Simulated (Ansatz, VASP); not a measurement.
# Ni in VASP and in Ansatz

```
Ni
1.0
     0.00000    1.75927    1.75927
     1.75927    0.00000    1.75927
     1.75927    1.75927    0.00000
Ni
1
Direct
  0.50000 0.50000 0.50000
```

Alike in both runs: functional PBE; k mesh 20 × 20 × 20; occupations gaussian, width 0.1 eV; collinear spin.

Ansatz relaxed the structure, and its values are those at the end. VASP's run is a single point on that final structure, the one shown.

```csv
,VASP,Ansatz
version,VASP 6.6.1,Ansatz 0.2.0
potentials or method,"VASP PAW PBE potentials, release 64 (Ni), cutoff 520 eV","scalar-relativistic, plane waves, PAW"
valence electrons in the cell,10,18
```

VASP gave:

```
gap on the k mesh at the Fermi level (eV)                     : none
pressure (GPa)                                                : -0.1
net moment per atom (μB)                                      : 0.63
size of the moment on the site where the two differ most (μB) : 0.64
```

Q: Which values does Ansatz return?

A: gap on the k mesh at the Fermi level (eV): none; pressure (GPa): 0.0; net moment per atom (μB): 0.64; size of the moment on the site where the two differ most (μB): 0.68.

Site moments also hang on the region over which each program counts them. A gap of «none» marks a metal or a gap that the smearing closes. The functional is the same, so the differences come from potentials, cutoffs and numerics. VASP's potentials hold 10 valence electrons a cell and Ansatz's 18, so a difference there can come from the potentials and not from the codes.
